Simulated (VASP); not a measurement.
# BN (Pm) in VASP: notebook, part 2 of 2

VASP 6.6.1. The steps go on from the part before.

## (3) Single point, PBE (all B atoms moved +0.087 Å, as atom 1 along Cartesian [1 1 0])

Contents of INCAR:

```
PREC = Accurate
ENCUT = 520
EDIFF = 1E-7
ISMEAR = 0
SIGMA = 0.05
LREAL = False
LASPH = True
NELM = 80
ALGO = Normal
ISIF = 2
LWAVE = False
LCHARG = False
GGA = PE
NBANDS = 16
```

Contents of KPOINTS:

```
Automatic mesh
0
Gamma
  12 12 4
```

Contents of POSCAR:

```
BN
1.0
    2.5121751215      0.0000000000      0.0000000000
   -1.2560875608      2.1756074740      0.0000000000
    0.0000000000      0.0000000000      8.3436910039
B N
2 2
Direct
    0.3721815680      0.6951055483      0.2500000000
    0.7055149014      0.3617722149      0.7500000000
    0.3333333333      0.6666666667      0.7500000000
    0.6666666667      0.3333333333      0.2500000000
```

Potentials or basis: VASP PAW PBE potentials, release 64 (B, N).

Run with:

```bash
cat potpaw_PBE.64/B/POTCAR potpaw_PBE.64/N/POTCAR > POTCAR
mpirun -np 1 vasp_std > vasp.out
```

OUTCAR:

```text
PREC = Accurate
   ENCUT = 520
   EDIFF = 1E-7
   ISMEAR = 0
   LREAL = False
   LASPH = True
   NELM = 80
   ISIF = 2
   GGA = PE

 ion  position               nearest neighbor table
   1  0.372  0.695  0.250-   4 1.39   4 1.43   4 1.54
   2  0.706  0.362  0.750-   3 1.37   3 1.48   3 1.51
   3  0.333  0.667  0.750-   2 1.37   2 1.48   2 1.51
   4  0.667  0.333  0.250-   1 1.39   1 1.43   1 1.54

  LATTYP: Found a hexagonal cell.
 ALAT       =     2.5121751215
 C/A-ratio  =     3.3213015018

  Lattice vectors:

 A1 = (   2.5121751215,   0.0000000000,   0.0000000000)
 A2 = (  -1.2560875608,   2.1756074740,   0.0000000000)
 A3 = (   0.0000000000,   0.0000000000,   8.3436910039)

Analysis of symmetry for initial positions (statically):
=====================================================================
 Subroutine PRICEL returns:
 Original cell was already a primitive cell.

 Routine SETGRP: Setting up the symmetry group for a
 hexagonal supercell.

 Subroutine GETGRP returns: Found  2 space group operations
 (whereof  1 operations were pure point group operations)
 out of a pool of 24 trial point group operations.

The static configuration has the point symmetry C_1 .
 The point group associated with its full space group is C_1h.

Analysis of symmetry for dynamics (positions and initial velocities):
=====================================================================
 Subroutine PRICEL returns:
 Original cell was already a primitive cell.

 Routine SETGRP: Setting up the symmetry group for a
 hexagonal supercell.

 Subroutine GETGRP returns: Found  2 space group operations
 (whereof  1 operations were pure point group operations)
 out of a pool of 24 trial point group operations.

[... 115 lines left out ...]
   PSTRESS=    0.0 pullay stress
   NELECT =      16.0000    total number of electrons
   NUPDOWN=      -1.0000    fix difference up-down
   EMIN   =  10.00;   EMAX   =-10.00  energy-range for DOS
   EFERMI =   0.00;   METHOD = LEGACY
   ISMEAR =     0;   SIGMA  =   0.05  broadening in eV -4-tet -1-fermi 0-gaus
   EFERMI_NEDOS =   21; number of points for ismear=-14 and -15
   IALGO  =     38    algorithm
   IMIX   =      4    mixing-type and parameters
     AMIX     =   0.40;   BMIX     =  1.00
     AMIX_MAG =   1.60;   BMIX_MAG =  1.00
  volume/ion in A,a.u.               =      11.40        76.94
  Fermi-wavevector in a.u.,A,eV,Ry     =   1.154654  2.181980 18.139645  1.333226
  Thomas-Fermi vector in A             =   2.291289
   LORBIT       =      0    0 simple, 1 ext, 2 COOP (PROOUT), +10 PAW based schemes
   GGA     = PE    functional components
   LHFCALC =     F    Hartree Fock is set to
   AEXX    =    0.0000 exact exchange contribution
   IVDW    =     0    specifies the selected vdW correction
   LEPSILON=     F    determine dielectric tensor
   LRPA    =     F    only Hartree local field effects (RPA)
 non-spin polarized calculation
 Gauss-broadening in eV      SIGMA  =   0.05
  energy-cutoff  :      520.00
  volume of cell :       45.60
 maximum number of plane-waves:      1267
   NGX =  9   NGY =  9   NGZ = 31

 number of electron      15.9999998 magnetization

 Free energy of the ion-electron system (eV)
  ---------------------------------------------------
  ext. energy  EPLUGINS =         0.00000000
  ---------------------------------------------------
  free energy    TOTEN  =       -34.89774030 eV

  energy without entropy =      -34.89774030  energy(sigma->0) =      -34.89774030

 E-fermi :   0.8580     XC(G=0):  -8.5758

 val. band max:        0.5450919700   @ k =   0.3333   0.3333   0.5000
 cond. band min:       4.7823133289   @ k =   0.5000  -0.0000   0.0000
 fundamental gap:      4.2372213589
 Fermi energy:         0.8579917604

 k-point     1 :       0.0000    0.0000    0.0000
  band No.  band energies     occupation
      1     -17.0377      2.00000
      2     -16.9968      2.00000
      3      -4.9059      2.00000
      4      -4.3060      2.00000
      5      -1.7522      2.00000
      6      -1.7248      2.00000
[... 433 lines left out ...]
      3      -4.2915      2.00000
      4      -3.6693      2.00000
      5      -3.5371      2.00000
      6      -3.1191      2.00000
[... 8 lines left out ...]
     15      13.2963      0.00000
     16      14.2748      0.00000

 [... further k-points ...]
[... 5 lines left out ...]
  --------------------------------------------------------------------------------------
  -------------------------------------------------------------------------------------
  Total        1.0092799      0.9894038     -0.0233130      0.2633485      0.0000000      0.0000000
  in kB       35.4595760     34.7612571     -0.8190700      9.2523639      0.0000000      0.0000000
  external PRESSURE =      23.1339210 kB  Pullay stress =       0.0000000 kB

 VOLUME and BASIS-vectors are now :
 -----------------------------------------------------------------------------
  energy-cutoff  :      520.00
  volume of cell :       45.60
      direct lattice vectors                 reciprocal lattice vectors
     2.512175121  0.000000000  0.000000000     0.398061422  0.229820869  0.000000000
    -1.256087561  2.175607474  0.000000000     0.000000000  0.459641738  0.000000000
     0.000000000  0.000000000  8.343691004     0.000000000  0.000000000  0.119851035

 POSITION                                       TOTAL-FORCE (eV/Angst)
 -----------------------------------------------------------------------------------
      0.06187      1.51228      2.08592        -2.024937     -2.505570      0.000000
      1.31796      0.78707      6.25777        -2.993669     -2.510970      0.000000
     -0.00000      1.45040      6.25777         2.993780      2.510979      0.000000
      1.25609      0.72520      2.08592         2.024826      2.505562      0.000000
 -----------------------------------------------------------------------------------
    total drift:                                0.000004      0.000017      0.000000

  FREE ENERGIE OF THE ION-ELECTRON SYSTEM (eV)
  ---------------------------------------------------
  free  energy   TOTEN  =       -34.8977402969 eV

  energy  without entropy=      -34.8977402969  energy(sigma->0) =      -34.89774030
```

OSZICAR:

```text
N       E                     dE             d eps       ncg     rms          rms(c)
DAV:   1     0.584250452079E+02    0.58425E+02   -0.76911E+03  7120   0.896E+02
DAV:   2    -0.344320756991E+02   -0.92857E+02   -0.83582E+02  9952   0.215E+02
DAV:   3    -0.386956819190E+02   -0.42636E+01   -0.42396E+01  9416   0.475E+01
DAV:   4    -0.387340922966E+02   -0.38410E-01   -0.38398E-01  8928   0.506E+00
DAV:   5    -0.387345914185E+02   -0.49912E-03   -0.49911E-03  9496   0.544E-01    0.114E+01
DAV:   6    -0.353307167806E+02    0.34039E+01   -0.57250E+00  9216   0.179E+01    0.510E+00
DAV:   7    -0.350038485706E+02    0.32687E+00   -0.63352E-01  9856   0.555E+00    0.319E+00
DAV:   8    -0.348991701026E+02    0.10468E+00   -0.29795E-01  9840   0.352E+00    0.507E-01
DAV:   9    -0.348956294355E+02    0.35407E-02   -0.18908E-02  7824   0.108E+00    0.212E-01
DAV:  10    -0.348974643603E+02   -0.18349E-02   -0.18475E-03  7816   0.340E-01    0.468E-02
DAV:  11    -0.348976856170E+02   -0.22126E-03   -0.17699E-04  8920   0.104E-01    0.340E-02
DAV:  12    -0.348977390060E+02   -0.53389E-04   -0.68536E-05  7728   0.604E-02    0.442E-03
DAV:  13    -0.348977400172E+02   -0.10112E-05   -0.18319E-06 10224   0.133E-02    0.160E-03
DAV:  14    -0.348977402757E+02   -0.25854E-06   -0.37694E-07  7784   0.490E-03    0.550E-04
DAV:  15    -0.348977402969E+02   -0.21159E-07   -0.15542E-08  7832   0.115E-03
   1 F= -.34897740E+02 E0= -.34897740E+02  d E =-.302298E-20
```

It took 3.4 min on 1 thread of Intel Xeon 8259CL, shared host; peak memory 0.26 GiB.

Results:

- Free energy: -34.8977 eV
- Pressure: 2.3 GPa
- Largest force: 3.907 eV/Å
- Band gap on the k mesh: 4.24 eV, indirect (least direct gap 4.67 eV)

Forces on the atoms (eV/Å):
```
B   -2.025 -2.506  0.000
B   -2.994 -2.511  0.000
N    2.994  2.511  0.000
N    2.025  2.506  0.000
```

Caveat: the cell differs from its parent crystal (all B atoms moved +0.087 Å, as atom 1 along Cartesian [1 1 0]); this functional lacks dispersion, which binds the layers, so the pressure and a relaxed spacing across them are unreliable; forces of over 1 eV/Å act on the atoms, so gaps and moduli don't describe the material at rest. A k mesh can miss the band edges.

## (4) Single point, PBE (all B atoms moved +0.062 Å, as atom 1 along Cartesian [1 1 0])

Contents of INCAR:

```
SYSTEM = BN
ALGO = Normal
EDIFF = 1E-6
ENCUT = 520
GGA = PE
ISIF = 2
ISMEAR = 0
LASPH = .True.
LCHARG = .False.
LREAL = .False.
LWAVE = .False.
NBANDS = 16
NELM = 80
PREC = Accurate
SIGMA = 0.05
```

Contents of KPOINTS:

```
k-points
0
Gamma
  12 12 4
  0 0 0
```

POSCAR: that of step 3 with these lines changed.

```diff
@@ -8,4 +8,4 @@
 Direct
-    0.3721815680      0.6951055483      0.2500000000
-    0.7055149014      0.3617722149      0.7500000000
+    0.3610820724      0.6869801535      0.2500000000
+    0.6944154057      0.3536468202      0.7500000000
     0.3333333333      0.6666666667      0.7500000000
```

Run with:

```bash
cat potpaw_PBE.64/B/POTCAR potpaw_PBE.64/N/POTCAR > POTCAR
mpirun -np 1 vasp_std > vasp.out
```

Wall time 3.3 min (1 thread of Intel Xeon 8259CL, shared host); peak memory 0.26 GiB.

It converged, with:

| Item | Value |
| --- | --- |
| Free energy | -35.0496 eV |
| Pressure | 1.2 GPa |
| Largest force | 2.706 eV/Å |
| Band gap on the k mesh | 4.35 eV, indirect (least direct gap 4.71 eV) |

Forces in eV/Å, atoms in the order of the input:
```
B   -1.542 -1.786  0.000
B   -2.031 -1.787  0.000
N    2.031  1.787  0.000
N    1.542  1.786  0.000
```

Stress tensor (GPa, compression positive):
```
 1.86  0.46  0.00
 0.46  1.84  0.00
 0.00  0.00 -0.08
```

Levels at points of the mesh, in eV from the valence-band top:
| k point | band 4 | band 5 | band 6 | band 7 | band 8 | band 9 | band 10 | band 11 | band 12 | band 13 |
| --- | --- | --- | --- | --- | --- | --- | --- | --- | --- | --- |
| (0.00, 0.00, 0.00) | -4.87 | -2.04 | -2.02 | -0.61 | -0.60 | 4.42 | 7.79 | 9.99 | 10.59 | 10.68 |
| (0.50, 0.00, 0.00) | -8.68 | -4.47 | -3.75 | -1.13 | -0.64 | 4.35 | 5.35 | 9.43 | 9.92 | 12.10 |
| (0.00, 0.50, 0.00) | -8.73 | -4.33 | -3.81 | -1.09 | -0.68 | 4.44 | 5.24 | 9.38 | 9.82 | 12.11 |
| (0.50, 0.50, 0.00) | -8.79 | -4.13 | -3.94 | -1.02 | -0.75 | 4.58 | 5.08 | 9.33 | 9.73 | 12.11 |
| (0.00, 0.00, 0.50) | -5.19 | -2.04 | -2.02 | -0.61 | -0.60 | 5.71 | 5.71 | 10.55 | 10.59 | 11.60 |
| (0.50, 0.00, 0.50) | -8.68 | -4.47 | -3.75 | -1.11 | -0.66 | 4.37 | 5.27 | 9.62 | 9.83 | 12.64 |
| (0.00, 0.50, 0.50) | -8.73 | -4.33 | -3.81 | -1.05 | -0.72 | 4.48 | 5.14 | 9.57 | 9.72 | 12.65 |
| (0.50, 0.50, 0.50) | -8.79 | -4.13 | -3.94 | -0.95 | -0.83 | 4.68 | 4.93 | 9.55 | 9.60 | 12.68 |

Caveat: the cell differs from its parent crystal (all B atoms moved +0.062 Å, as atom 1 along Cartesian [1 1 0]); this functional lacks dispersion, which binds the layers, so the pressure and a relaxed spacing across them are unreliable; forces of over 1 eV/Å act on the atoms, so gaps and moduli don't describe the material at rest.

## (5) Single point, PBE (all B atoms moved +0.037 Å, as atom 1 along Cartesian [1 1 0])

Contents of INCAR:

```
PREC = Accurate
ENCUT = 520
EDIFF = 1E-6
ISMEAR = 0
SIGMA = 0.05
LREAL = False
LASPH = True
NELM = 60
ALGO = Normal
ISIF = 2
LWAVE = False
LCHARG = True
GGA = PE
LELF = True
LVHAR = True
NBANDS = 16
```

Contents of KPOINTS:

```
regular mesh
0
Gamma
  12 12 4
```

POSCAR: that of step 4 with these lines changed.

```diff
@@ -8,4 +8,4 @@
 Direct
-    0.3610820724      0.6869801535      0.2500000000
-    0.6944154057      0.3536468202      0.7500000000
+    0.3499825768      0.6788547588      0.2500000000
+    0.6833159101      0.3455214254      0.7500000000
     0.3333333333      0.6666666667      0.7500000000
```

Run with:

```bash
cat potpaw_PBE.64/B/POTCAR potpaw_PBE.64/N/POTCAR > POTCAR
mpirun -np 1 vasp_std > vasp.out
```

Run time: 3.8 min. Hardware: 1 thread of Intel Xeon 8259CL, shared host; peak memory 0.26 GiB.

Results (log left out):

```
Free energy            : -35.1505 eV
Pressure               : 0.5 GPa
Largest force          : 1.576 eV/Å
Band gap on the k mesh : 4.41 eV, indirect (least direct gap 4.68 eV)
```

Forces on the atoms (eV/Å):
```
B   -0.983 -1.070  0.000
B   -1.157 -1.070  0.000
N    1.157  1.070  0.000
N    0.983  1.070  0.000
```

Stress tensor (GPa, compression positive):
```
 0.75  0.17  0.00
 0.17  0.74  0.00
 0.00  0.00 -0.07
```

Levels at points of the mesh, in eV from the valence-band top:
| k point | band 5 | band 6 | band 7 | band 8 | band 9 | band 10 | band 11 | band 12 |
| --- | --- | --- | --- | --- | --- | --- | --- | --- |
| (0.00, 0.00, 0.00) | -1.77 | -1.76 | -0.91 | -0.91 | 4.41 | 7.77 | 10.05 | 10.95 |
| (0.50, 0.00, 0.00) | -4.33 | -3.90 | -1.07 | -0.72 | 4.47 | 5.16 | 9.43 | 9.88 |
| (0.00, 0.50, 0.00) | -4.26 | -3.94 | -1.05 | -0.74 | 4.52 | 5.11 | 9.41 | 9.85 |
| (0.50, 0.50, 0.00) | -4.15 | -4.03 | -1.02 | -0.77 | 4.58 | 5.04 | 9.39 | 9.82 |
| (0.00, 0.00, 0.50) | -1.77 | -1.76 | -0.91 | -0.91 | 5.69 | 5.69 | 10.92 | 10.95 |
| (0.50, 0.00, 0.50) | -4.33 | -3.90 | -1.03 | -0.76 | 4.51 | 5.06 | 9.64 | 9.77 |
| (0.00, 0.50, 0.50) | -4.26 | -3.94 | -0.99 | -0.80 | 4.58 | 4.98 | 9.63 | 9.72 |
| (0.50, 0.50, 0.50) | -4.15 | -4.03 | -0.93 | -0.86 | 4.71 | 4.85 | 9.63 | 9.67 |

Caveat: the cell differs from its parent crystal (all B atoms moved +0.037 Å, as atom 1 along Cartesian [1 1 0]); this functional lacks dispersion, which binds the layers, so the pressure and a relaxed spacing across them are unreliable; forces of over 1 eV/Å act on the atoms, so gaps and moduli don't describe the material at rest.
